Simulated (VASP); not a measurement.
# HfH2 (I4/mmm) in VASP: further runs

The runs below take HfH2 through single point, with LDA.

Everything below comes from runs of VASP 6.6.1. Logs are shortened: lines on timing, memory, paths and dates and some standing lists are left out, and cuts for length are marked.

### 1 The cell of the first run

It takes space group I4/mmm (No. 139, tetragonal). The conventional cell has a = 3.478 Å, b = 3.478 Å, c = 4.405 Å, α = 90.00°, β = 90.00°, γ = 90.00°. Hf (site symmetry 4/mmm) has 8 H at 2.06 Å within 2.7 Å. Within 2.7 Å of H (site symmetry -4m2) lie 4 Hf at 2.06 Å and 6 H at 2.20 to 2.46 Å.

### 2 Single point, LDA (zz strain of +1 %)

File INCAR:

```
SYSTEM = HfH2
ALGO = Normal ; EDIFF = 1E-6
ENCUT = 520 ; GGA = CA
ISIF = 2 ; ISMEAR = -1
LASPH = .TRUE. ; LCHARG = .FALSE.
LREAL = .FALSE. ; LWAVE = .FALSE.
NBANDS = 13 ; NELM = 80
PREC = Accurate ; SIGMA = 0.03
```

File KPOINTS:

```
k-points
0
G
  12 12 12
  0 0 0
```

File POSCAR:

```
HfH2
1.0
   -1.7390000000      1.7390000000      2.2023050000
    1.7390000000     -1.7390000000      2.2023050000
    1.7390000000      1.7390000000     -2.2023050000
Hf H
1 2
Direct
    0.0000000000      0.0000000000      0.0000000000
    0.7500000000      0.2500000000      0.5000000000
    0.2500000000      0.7500000000      0.5000000000
```

Potentials or basis: VASP PAW LDA potentials, release 64 (Hf_pv, H).

On the command line:

```console
> cat potpaw_LDA.64/Hf_pv/POTCAR potpaw_LDA.64/H/POTCAR > POTCAR
> mpirun -np 1 vasp_std > vasp.out
```

OUTCAR:

```text
SYSTEM = HfH2
   EDIFF = 1E-6
   ENCUT = 520
   GGA = CA
   ISIF = 2
   ISMEAR = -1
   LASPH = .TRUE.
   LREAL = .FALSE.
   NELM = 80
   PREC = Accurate

 ion  position               nearest neighbor table
   1  0.000  0.000  0.000-   2 2.06   3 2.06   2 2.06   3 2.06   2 2.06   3 2.06   2 2.06   3 2.06

   2  0.750  0.250  0.500-   1 2.06   1 2.06   1 2.06   1 2.06
   3  0.250  0.750  0.500-   1 2.06   1 2.06   1 2.06   1 2.06

  LATTYP: Found a body centered tetragonal cell.
 ALAT       =     3.4780000000
 C/A-ratio  =     1.2664203565

  Lattice vectors:

 A1 = (  -1.7390000000,   1.7390000000,   2.2023050000)
 A2 = (   1.7390000000,  -1.7390000000,   2.2023050000)
 A3 = (   1.7390000000,   1.7390000000,  -2.2023050000)

Analysis of symmetry for initial positions (statically):
=====================================================================
 Subroutine PRICEL returns:
 Original cell was already a primitive cell.

 Routine SETGRP: Setting up the symmetry group for a
 body centered tetragonal supercell.

 Subroutine GETGRP returns: Found 16 space group operations
 (whereof 16 operations were pure point group operations)
 out of a pool of 16 trial point group operations.

The static configuration has the point symmetry D_4h.

Analysis of symmetry for dynamics (positions and initial velocities):
=====================================================================
 Subroutine PRICEL returns:
 Original cell was already a primitive cell.

 Routine SETGRP: Setting up the symmetry group for a
 body centered tetragonal supercell.

 Subroutine GETGRP returns: Found 16 space group operations
 (whereof 16 operations were pure point group operations)
 out of a pool of 16 trial point group operations.

The dynamic configuration has the point symmetry D_4h.

 Subroutine INISYM returns: Found 16 space group operations
 (whereof 16 operations are pure point group operations),
 and found     1 'primitive' translations

----------------------------------------------------------------------------------------

                                     Primitive cell

  volume of cell :      26.6401

  direct lattice vectors                    reciprocal lattice vectors
    -1.739000000  1.739000000  2.202305000     0.000000000  0.287521564  0.227034857
     1.739000000 -1.739000000  2.202305000     0.287521564  0.000000000  0.227034857
     1.739000000  1.739000000 -2.202305000     0.287521564  0.287521564  0.000000000

  length of vectors
     3.301270863  3.301270863  3.301270863     0.366351574  0.366351574  0.406616895

  position of ions in fractional coordinates (direct lattice)
     0.000000000  0.000000000  0.000000000
     0.750000000  0.250000000  0.500000000
     0.250000000  0.750000000  0.500000000

  ion indices of the primitive-cell ions
   primitive index   ion index
                 1           1
                 2           2
                 3           3

----------------------------------------------------------------------------------------

 KPOINTS: k-points

Automatic generation of k-mesh.
 Grid dimensions read from file:
 generate k-points for:   12   12   12

 Generating k-lattice:

  Cartesian coordinates                     Fractional coordinates (reciprocal lattice)
     0.000000000  0.023960130  0.018919571     0.083333333  0.000000000  0.000000000
     0.023960130  0.000000000  0.018919571     0.000000000  0.083333333  0.000000000
     0.023960130  0.023960130  0.000000000     0.000000000  0.000000000  0.083333333

  Length of vectors
     0.030529298  0.030529298  0.033884741

  Shift w.r.t. Gamma in fractional coordinates (k-lattice)
     0.000000000  0.000000000  0.000000000

 Subroutine IBZKPT returns following result:
 ===========================================

 Found    163 irreducible k-points:

 Following reciprocal coordinates:
            Coordinates               Weight
  0.000000  0.000000  0.000000      1.000000
  0.083333 -0.000000  0.000000      8.000000
  0.166667  0.000000  0.000000      8.000000
  0.250000 -0.000000  0.000000      8.000000
  0.333333  0.000000  0.000000      8.000000
  0.416667 -0.000000  0.000000      8.000000
[... 16 lines left out ...]
  0.500000  0.166667  0.000000     16.000000
 -0.416667  0.166667 -0.000000     16.000000
 [... further k-points ...]
   k-points           NKPTS =    163   k-points in BZ     NKDIM =    163   number of bands    NBANDS=     13
   number of dos      NEDOS =    301   number of ions     NIONS =      3
   total plane-waves  NPLWV =  21952
   dimension x,y,z NGX =    28 NGY =   28 NGZ =   28
   dimension x,y,z NGXF=    56 NGYF=   56 NGZF=   56
   ions per type =               1   2
   NGX,Y,Z   is equivalent  to a cutoff of  14.10, 14.10, 14.10 a.u.
   NGXF,Y,Z  is equivalent  to a cutoff of  28.20, 28.20, 28.20 a.u.
 SYSTEM =  HfH2
   PREC   = accura    normal or accurate (medium, high low for compatibility)
   ISTART =      0    job   : 0-new  1-cont  2-samecut
   ICHARG =      2    charge: 1-file 2-atom 10-const
   ISPIN  =      1    spin polarized calculation?
   LNONCOLLINEAR =      F non collinear calculations
   LSORBIT =      F    spin-orbit coupling
   LASPH  =      T    aspherical Exc in radial PAW
   ENCUT  =  520.0 eV  38.22 Ry    6.18 a.u.   6.14  6.14  6.14*2*pi/ulx,y,z
   NELM   =     80;   NELMIN=  2; NELMDL= -5     # of ELM steps
   EDIFF  = 0.1E-05   stopping-criterion for ELM
   LREAL  =      F    real-space projection
   EDIFFG = 0.1E-04   stopping-criterion for IOM
   NSW    =      0    number of steps for IOM
   IBRION =     -1    ionic relax: 0-MD 1-quasi-New 2-CG
   NFREE  =      0    steps in history (QN), initial steepest desc. (CG)
   ISIF   =      2    stress and relaxation
   ISYM   =      2    0-nonsym 1-usesym 2-fastsym
   POTIM  = 0.5000    time-step for ionic-motion
   TEBEG  =    0.0;   TEEND  =   0.0 temperature during run
   PSTRESS=    0.0 pullay stress
   NELECT =      12.0000    total number of electrons
   NUPDOWN=      -1.0000    fix difference up-down
   EMIN   =  10.00;   EMAX   =-10.00  energy-range for DOS
   EFERMI =   0.00;   METHOD = LEGACY
   ISMEAR =    -1;   SIGMA  =   0.03  broadening in eV -4-tet -1-fermi 0-gaus
   EFERMI_NEDOS =   21; number of points for ismear=-14 and -15
   IALGO  =     38    algorithm
   IMIX   =      4    mixing-type and parameters
     AMIX     =   0.40;   BMIX     =  1.00
     AMIX_MAG =   1.60;   BMIX_MAG =  1.00
  volume/ion in A,a.u.               =       8.88        59.93
  Fermi-wavevector in a.u.,A,eV,Ry     =   1.254940  2.371493 21.427475  1.574875
  Thomas-Fermi vector in A             =   2.388721
   LORBIT       =      0    0 simple, 1 ext, 2 COOP (PROOUT), +10 PAW based schemes
   GGA     = CA    functional components
   LHFCALC =     F    Hartree Fock is set to
   AEXX    =    0.0000 exact exchange contribution
   IVDW    =     0    specifies the selected vdW correction
   LEPSILON=     F    determine dielectric tensor
   LRPA    =     F    only Hartree local field effects (RPA)
 non-spin polarized calculation
  energy-cutoff  :      520.00
  volume of cell :       26.64
 maximum number of plane-waves:       756
 NGX is ok and might be reduce to    28
   NGX = 13   NGY = 13   NGZ = 13

 number of electron      11.9999999 magnetization

 Free energy of the ion-electron system (eV)
  ---------------------------------------------------
  ext. energy  EPLUGINS =         0.00000000
  ---------------------------------------------------
  free energy    TOTEN  =       -19.43973812 eV

  energy without entropy =      -19.43759314  energy(sigma->0) =      -19.43866563

 E-fermi :   5.1265     XC(G=0): -11.5598

 val. band max:        5.1195960622   @ k =  -0.0833   0.5000   0.0833
 cond. band min:       5.1293029306   @ k =   0.0833  -0.0000   0.0000
 fundamental gap:      0.0097068683
 Fermi energy:         5.1265286763

 k-point     1 :       0.0000    0.0000    0.0000
  band No.  band energies     occupation
      1     -25.6820      2.00000
      2     -25.6820      2.00000
      3     -25.6265      2.00000
      4      -5.9582      2.00000
      5       3.9732      2.00000
      6       4.6550      2.00000
      7       4.6550      2.00000
      8       5.3581      0.00089
      9       7.0067      0.00000
     10       8.2402      0.00000
     11      16.5261      0.00000
     12      16.6723      0.00000
     13      17.0756      0.00000

 k-point     2 :       0.0833   -0.0000    0.0000
  band No.  band energies     occupation
      1     -25.7115      2.00000
      2     -25.6895      2.00000
      3     -25.6389      2.00000
      4      -5.7686      2.00000
      5       2.7742      2.00000
      6       4.7411      1.99999
      7       5.1293      0.95380
      8       6.4026      0.00000
      9       6.9508      0.00000
     10       8.1112      0.00000
     11      15.3880      0.00000
     12      16.6574      0.00000
     13      17.4780      0.00000

 k-point     3 :       0.1667    0.0000    0.0000
  band No.  band energies     occupation
      1     -25.8104      2.00000
      2     -25.7097      2.00000
      3     -25.6527      2.00000
      4      -5.2359      2.00000
      5       1.5024      2.00000
      6       4.8855      1.99935
      7       5.4394      0.00006
      8       6.9638      0.00000
      9       7.7320      0.00000
     10       8.3384      0.00000
     11      14.1252      0.00000
     12      16.6526      0.00000
     13      18.4843      0.00000
[... 305 lines left out ...]
 k-point    23 :       0.5000    0.1667    0.0000
  band No.  band energies     occupation
      1     -26.1615      2.00000
      2     -25.8499      2.00000
      3     -25.7266      2.00000
      4      -2.5990      2.00000
      5      -0.2645      2.00000
      6       3.6766      2.00000
      7       5.9323      0.00000
      8       8.9662      0.00000
      9       9.1852      0.00000
     10      10.8309      0.00000
     11      12.0744      0.00000
     12      14.8193      0.00000
     13      16.5042      0.00000

 k-point    24 :      -0.4167    0.1667   -0.0000
  band No.  band energies     occupation
      1     -26.1060      2.00000
      2     -25.8115      2.00000
      3     -25.7273      2.00000
      4      -2.9810      2.00000
      5      -0.2992      2.00000
      6       3.8401      2.00000
      7       6.0358      0.00000
      8       8.0308      0.00000
      9       9.1023      0.00000
     10      11.5447      0.00000
     11      12.6321      0.00000
     12      14.5447      0.00000
     13      16.6505      0.00000

 [... further k-points ...]

------------------------ aborting loop because EDIFF is reached ----------------------------------------

  FORCE on cell =-STRESS in cart. coord.  units (eV):
  Direction    XX          YY          ZZ          XY          YZ          ZX
  --------------------------------------------------------------------------------------
  -------------------------------------------------------------------------------------
  Total       -1.5416277     -1.5416277     -1.7585059      0.0000000     -0.0000000     -0.0000000
  in kB      -92.7157396    -92.7157396   -105.7591094      0.0000000     -0.0000000     -0.0000000
  external PRESSURE =     -97.0635295 kB  Pullay stress =       0.0000000 kB

 VOLUME and BASIS-vectors are now :
 -----------------------------------------------------------------------------
  energy-cutoff  :      520.00
  volume of cell :       26.64
      direct lattice vectors                 reciprocal lattice vectors
    -1.739000000  1.739000000  2.202305000     0.000000000  0.287521564  0.227034857
     1.739000000 -1.739000000  2.202305000     0.287521564  0.000000000  0.227034857
     1.739000000  1.739000000 -2.202305000     0.287521564  0.287521564  0.000000000

 POSITION                                       TOTAL-FORCE (eV/Angst)
 -----------------------------------------------------------------------------------
      0.00000      0.00000      0.00000         0.000000     -0.000000     -0.000000
     -0.00000      1.73900      1.10115        -0.000000      0.000000     -0.000000
      1.73900     -0.00000      1.10115         0.000000     -0.000000      0.000000
 -----------------------------------------------------------------------------------
    total drift:                               -0.000000     -0.000000      0.000000

  FREE ENERGIE OF THE ION-ELECTRON SYSTEM (eV)
  ---------------------------------------------------
  free  energy   TOTEN  =       -19.4397381220 eV

  energy  without entropy=      -19.4375931400  energy(sigma->0) =      -19.43866563
```

It took 29 s on 1 thread of Intel Xeon 6975P-C (Granite Rapids), shared host; peak memory 0.19 GiB.

What came out:

- Free energy: -19.4397 eV
- Pressure: -9.7 GPa
- Band gap on the k mesh: zero (bands 6 and 7 overlap by 0.98 eV)

Levels at points of the mesh, in eV from the Fermi level:
| k point | band 3 | band 4 | band 5 | band 6 | band 7 | band 8 | band 9 | band 10 |
| --- | --- | --- | --- | --- | --- | --- | --- | --- |
| (0.00, 0.00, 0.00) | -30.75 | -11.08 | -1.15 | -0.47 | -0.47 | 0.23 | 1.88 | 3.11 |
| (0.50, 0.00, 0.00) | -30.81 | -8.24 | -5.03 | -0.75 | 0.47 | 3.75 | 4.68 | 4.69 |
| (0.50, 0.50, 0.00) | -30.92 | -6.53 | -5.54 | -4.02 | 3.88 | 4.12 | 5.12 | 6.40 |
| (0.50, 0.50, 0.50) | -31.06 | -7.49 | -4.28 | -3.74 | 4.47 | 4.58 | 4.58 | 5.68 |

Caveat: the cell differs from its parent crystal (zz strain of +1 %); the cell stands under tension; spin-orbit coupling is left out, which moves the levels of the heavy elements.

### 3 Single point, LDA (8.97 Å³/atom)

This run uses another cell than the first one, of 8.97 Å³/atom.

File INCAR:

```
PREC = Accurate
ENCUT = 520
EDIFF = 1E-6
ISMEAR = -1
SIGMA = 0.03
LREAL = False
LASPH = True
NELM = 100
ALGO = Normal
ISIF = 2
LWAVE = False
LCHARG = False
GGA = CA
NBANDS = 13
```

File KPOINTS:

```
regular mesh
0
Gamma
  12 12 12
```

File POSCAR:

```
HfH2
1.0
   -1.7505168919      1.7505168919      2.1949408182
    1.7505168919     -1.7505168919      2.1949408182
    1.7505168919      1.7505168919     -2.1949408182
Hf H
1 2
Direct
    0.0000000000      0.0000000000      0.0000000000
    0.7500000000      0.2500000000      0.5000000000
    0.2500000000      0.7500000000      0.5000000000
```

Potentials or basis: VASP PAW LDA potentials, release 64 (Hf_pv, H).

On the command line:

```console
> cat potpaw_LDA.64/Hf_pv/POTCAR potpaw_LDA.64/H/POTCAR > POTCAR
> mpirun -np 1 vasp_std > vasp.out
```

It took 28 s on 1 thread of Intel Xeon 6975P-C (Granite Rapids), shared host; peak memory 0.19 GiB.

It converged, with:

```yaml
Free_energy: -19.4241 eV
Pressure: -11.0 GPa
Band_gap_on_the_k_mesh: zero (bands 6 and 7 overlap by 1.06 eV)
```

Stress tensor (GPa, compression positive):
```
-10.79   0.00   0.00
  0.00 -10.79   0.00
  0.00   0.00 -11.51
```

Levels at points of the mesh, in eV from the Fermi level:
```tsv
k point	band 2	band 3	band 4	band 5	band 6	band 7	band 8	band 9	band 10	band 11
(0.00, 0.00, 0.00)	-30.84	-30.79	-11.03	-1.13	-0.47	-0.47	0.28	1.79	3.08	11.38
(0.50, 0.00, 0.00)	-30.95	-30.84	-8.18	-5.04	-0.79	0.53	3.64	4.65	4.67	6.07
(0.50, 0.50, 0.00)	-30.99	-30.94	-6.44	-5.59	-4.00	3.77	3.99	5.08	6.36	6.82
(0.50, 0.50, 0.50)	-31.09	-31.09	-7.48	-4.21	-3.68	4.41	4.52	4.52	5.55	5.55
```

Caveat: the cell stands under tension; spin-orbit coupling is left out, which moves the levels of the heavy elements.
